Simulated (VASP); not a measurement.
Runs of VASP 6.6.1 on Se. The structure is that of space group P4_12_12 (No. 92), or close to it. The cells are those of the table. 

```tsv
task	cell	k mesh	cutoff (eV)	smearing	gap on the mesh (eV)	pressure (GPa)	relaxed volume (Å³/atom)
single point	a = 3.812, b = 3.812, c = 6.615 Å, 4 atoms	4 × 4 × 4	520	gaussian 0.1 eV	0.09	(a)	-
relaxation of cell and atoms	relaxed from a = 4.571, b = 4.571, c = 6.168 Å, 4 atoms	4 × 4 × 4	600	gaussian 0.1 eV	none	-0.2	24.52
relaxation of cell and atoms	relaxed from a = 3.812, b = 3.812, c = 6.615 Å, 4 atoms	10 × 10 × 6	600	gaussian 0.01 eV	none	0.0	24.03
single point	a = 3.818, b = 3.818, c = 6.593 Å, 4 atoms	10 × 10 × 6	520	gaussian 0.01 eV	none	0.0	-
```

Alike in all rows: level PBE; potentials or basis VASP PAW PBE potentials, release 64 (Se); no spin polarisation.

Question: Estimate the missing entries.

Answer: (a) 0.3.

Caveats: the volume moved by over 15 % at a fixed basis, so the end points are rough (some runs).

A k mesh can miss the band edges, and the runs leave out spin-orbit coupling on Se.

A gap of «none» marks levels without a gap at the run's occupations.
